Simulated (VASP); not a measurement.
# SiC (P6_3mc) in VASP: single point with HSE06

Aim: the single point of SiC with HSE06.

Everything below comes from runs of VASP 6.6.1. Logs are shortened: lines on timing, memory, paths and dates and some standing lists are left out, and cuts for length are marked.

### Step 1. The cell of the first run

It takes space group P6_3mc (No. 186, hexagonal). The conventional cell has a = 3.075 Å, b = 3.075 Å, c = 5.250 Å, α = 90.00°, β = 90.00°, γ = 120.00°. Si (site symmetry 3m) has 4 C at 1.90 to 1.96 Å within 2.5 Å. Within 2.5 Å of C (site symmetry 3m) lie 4 Si at 1.90 to 1.96 Å.

### Step 2. Single point, HSE06 (uniaxial z strain +4.0%)

POSCAR reads:

```
SiC
1.0
    3.0753562392      0.0000000000      0.0000000000
   -1.5376781196      2.6633366288      0.0000000000
    0.0000000000      0.0000000000      5.2500324147
Si C
2 2
Direct
    0.3333333333      0.6666666667      0.0007538755
    0.6666666667      0.3333333333      0.5007538755
    0.3333333333      0.6666666667      0.3742461245
    0.6666666667      0.3333333333      0.8742461245
```

INCAR.step1 reads:

```
SYSTEM = SiC
  ALGO = Normal
  EDIFF = 1E-5
  ENCUT = 520
  GGA = PE
  ISIF = 2
  ISMEAR = 0
  LASPH = .TRUE.
  LCHARG = .FALSE.
  LREAL = .FALSE.
  LWAVE = .TRUE.
  NBANDS = 16
  NELM = 80
  PREC = Accurate
  SIGMA = 0.01
```

INCAR.step2 reads:

```
SYSTEM = SiC
  ALGO = Normal
  EDIFF = 1E-7
  ENCUT = 520
  GGA = PE
  HFSCREEN = 0.2079
  ISIF = 2
  ISMEAR = 0
  ISTART = 1
  LASPH = .TRUE.
  LCHARG = .FALSE.
  LHFCALC = .TRUE.
  LREAL = .FALSE.
  LWAVE = .FALSE.
  NBANDS = 16
  NELM = 80
  PREC = Accurate
  PRECFOCK = Normal
  SIGMA = 0.01
```

KPOINTS reads:

```
k-points
0
G
  6 6 4
  0 0 0
```

Potentials or basis: VASP PAW PBE potentials, release 64 (Si, C).

Run with:

```console
> cat potpaw_PBE.64/Si/POTCAR potpaw_PBE.64/C/POTCAR > POTCAR
> cp INCAR.step1 INCAR
> mpirun -np 1 vasp_std > vasp.out
> cp INCAR.step2 INCAR
> mpirun -np 1 vasp_std > vasp.out
```

OUTCAR:

```text
SYSTEM = SiC
   EDIFF = 1E-7
   ENCUT = 520
   GGA = PE
   HFSCREEN = 0.2079
   ISIF = 2
   ISMEAR = 0
   ISTART = 1
   LASPH = .TRUE.
   LHFCALC = .TRUE.
   LREAL = .FALSE.
   NELM = 80
   PREC = Accurate
   PRECFOCK = Normal

 ion  position               nearest neighbor table
   1  0.333  0.667  0.001-   4 1.90   4 1.90   4 1.90   3 1.96
   2  0.667  0.333  0.501-   3 1.90   3 1.90   3 1.90   4 1.96
   3  0.333  0.667  0.374-   2 1.90   2 1.90   2 1.90   1 1.96
   4  0.667  0.333  0.874-   1 1.90   1 1.90   1 1.90   2 1.96

  LATTYP: Found a hexagonal cell.
 ALAT       =     3.0753562392
 C/A-ratio  =     1.7071298433

  Lattice vectors:

 A1 = (   3.0753562392,   0.0000000000,   0.0000000000)
 A2 = (  -1.5376781196,   2.6633366288,   0.0000000000)
 A3 = (   0.0000000000,   0.0000000000,   5.2500324147)

Analysis of symmetry for initial positions (statically):
=====================================================================
 Subroutine PRICEL returns:
 Original cell was already a primitive cell.

 Routine SETGRP: Setting up the symmetry group for a
 hexagonal supercell.

 Subroutine GETGRP returns: Found 12 space group operations
 (whereof  6 operations were pure point group operations)
 out of a pool of 24 trial point group operations.

The static configuration has the point symmetry C_3v.
 The point group associated with its full space group is C_6v.

Analysis of symmetry for dynamics (positions and initial velocities):
=====================================================================
 Subroutine PRICEL returns:
 Original cell was already a primitive cell.

 Routine SETGRP: Setting up the symmetry group for a
 hexagonal supercell.

 Subroutine GETGRP returns: Found 12 space group operations
 (whereof  6 operations were pure point group operations)
 out of a pool of 24 trial point group operations.

The dynamic configuration has the point symmetry C_3v.
 The point group associated with its full space group is C_6v.

 Subroutine INISYM returns: Found 12 space group operations
 (whereof  6 operations are pure point group operations),
 and found     1 'primitive' translations

----------------------------------------------------------------------------------------

                                     Primitive cell

[... 98 lines left out ...]
   POTIM  = 0.5000    time-step for ionic-motion
   TEBEG  =    0.0;   TEEND  =   0.0 temperature during run
   PSTRESS=    0.0 pullay stress
   NELECT =      16.0000    total number of electrons
   NUPDOWN=      -1.0000    fix difference up-down
   EMIN   =  10.00;   EMAX   =-10.00  energy-range for DOS
   EFERMI =   0.00;   METHOD = LEGACY
   ISMEAR =     0;   SIGMA  =   0.01  broadening in eV -4-tet -1-fermi 0-gaus
   EFERMI_NEDOS =   21; number of points for ismear=-14 and -15
   IALGO  =     38    algorithm
   IMIX   =      1    mixing-type and parameters
     AMIX     =   0.40;   BMIX     =  1.00
     AMIX_MAG =   1.60;   BMIX_MAG =  1.00
  volume/ion in A,a.u.               =      10.75        72.55
  Fermi-wavevector in a.u.,A,eV,Ry     =   1.177480  2.225115 18.863933  1.386460
  Thomas-Fermi vector in A             =   2.313826
   LORBIT       =      0    0 simple, 1 ext, 2 COOP (PROOUT), +10 PAW based schemes
   GGA     = PE    functional components
   LHFCALC =     T    Hartree Fock is set to
   PRECFOCK=normal    Normal, Fast or Accurate (Low or Medium for compatibility)
   ENCUT4O =  -1.0   cutoff for four orbital integrals eV
   NKREDX  =     1    reduce k-point grid by
   NKREDY  =     1    reduce k-point grid by
   NKREDZ  =     1    reduce k-point grid by
   AEXX    =    0.2500 exact exchange contribution
   HFSCREEN=    0.2079 screening length (either q_TF or 0.3 A-1)
   HFSCREENC=   0.2079 screening length for correlation (either q_TF or 0.3 A-1)
   ENCUTFOCK=  -1.0 apply spherical cutoff to Coloumb kernel
   IVDW    =     0    specifies the selected vdW correction
   LEPSILON=     F    determine dielectric tensor
   LRPA    =     F    only Hartree local field effects (RPA)
 non-spin polarized calculation
 Gauss-broadening in eV      SIGMA  =   0.01
  energy-cutoff  :      520.00
  volume of cell :       43.00
 maximum number of plane-waves:      1184
 NGX is ok and might be reduce to    24
  NGX = 18; NGY = 18; NGZ = 30

 number of electron      15.9999999 magnetization

 Free energy of the ion-electron system (eV)
  ---------------------------------------------------
  ext. energy  EPLUGINS =         0.00000000
  ---------------------------------------------------
  free energy    TOTEN  =       -34.70022383 eV

  energy without entropy =      -34.70022383  energy(sigma->0) =      -34.70022383

 E-fermi :   7.4289     XC(G=0):  -9.2245

 val. band max:        7.3199989271   @ k =   0.0000   0.0000   0.0000
 cond. band min:      10.3100283202   @ k =   0.3333   0.3333   0.0000
 fundamental gap:      2.9900293931
 Fermi energy:         7.4288535267

 k-point     1 :       0.0000    0.0000    0.0000
  band No.  band energies     occupation
      1      -9.6099      2.00000
      2      -6.2218      2.00000
      3      -2.1422      2.00000
      4       6.0699      2.00000
      5       6.0699      2.00000
      6       6.9109      2.00000
[... 376 lines left out ...]
      3      -1.0240      2.00000
      4      -1.0240      2.00000
      5       1.2704      2.00000
      6       1.2704      2.00000
[... 8 lines left out ...]
     15      20.2778      0.00000
     16      20.2778      0.00000

------------------------ aborting loop because EDIFF is reached ----------------------------------------

  FORCE on cell =-STRESS in cart. coord.  units (eV):
  Direction    XX          YY          ZZ          XY          YZ          ZX
  --------------------------------------------------------------------------------------
  -------------------------------------------------------------------------------------
  Total       -0.7758651     -0.7758651     -6.0741372      0.0000000      0.0000000      0.0000000
  in kB      -28.9076850    -28.9076850   -226.3141471      0.0000000      0.0000000      0.0000000
  external PRESSURE =     -94.7098390 kB  Pullay stress =       0.0000000 kB

 VOLUME and BASIS-vectors are now :
 -----------------------------------------------------------------------------
  energy-cutoff  :      520.00
  volume of cell :       43.00
      direct lattice vectors                 reciprocal lattice vectors
     3.075356239  0.000000000  0.000000000     0.325165582  0.187734436  0.000000000
    -1.537678120  2.663336629  0.000000000     0.000000000  0.375468872  0.000000000
     0.000000000  0.000000000  5.250032415     0.000000000  0.000000000  0.190475014

 POSITION                                       TOTAL-FORCE (eV/Angst)
 -----------------------------------------------------------------------------------
     -0.00000      1.77556      0.00396        -0.000000     -0.000000     -0.004341
      1.53768      0.88778      2.62897         0.000000     -0.000000     -0.004341
     -0.00000      1.77556      1.96480         0.000000      0.000000      0.004341
      1.53768      0.88778      4.58982        -0.000000     -0.000000      0.004341
 -----------------------------------------------------------------------------------
    total drift:                                0.000000     -0.000000      0.000318

  FREE ENERGIE OF THE ION-ELECTRON SYSTEM (eV)
  ---------------------------------------------------
  free  energy   TOTEN  =       -34.7002238262 eV

  energy  without entropy=      -34.7002238262  energy(sigma->0) =      -34.70022383
```

It took 37 min on 1 thread of Intel Xeon Platinum 8259CL at 2.50GHz (Skylake/Cascade Lake), shared host; peak memory 0.26 GiB.

What came out:

```
Free energy            : -34.7002 eV
Pressure               : -9.5 GPa
Largest force          : 0.004 eV/Å
Band gap on the k mesh : 2.99 eV (least direct gap 5.31 eV)
```

Forces in eV/Å, atoms in the order of the input:
```
Si   0.000  0.000 -0.004
Si   0.000  0.000 -0.004
C    0.000  0.000  0.004
C    0.000  0.000  0.004
```

Stress tensor (GPa, compression positive):
```
 -2.89   0.00   0.00
  0.00  -2.89   0.00
  0.00   0.00 -22.63
```

Caveat: the cell differs from its parent crystal (uniaxial z strain +4.0%); the stress differs along the axes, from -23 to -3 GPa; the PAW data sets were made with another functional, which shifts forces and pressure a little. A k mesh can miss the band edges.
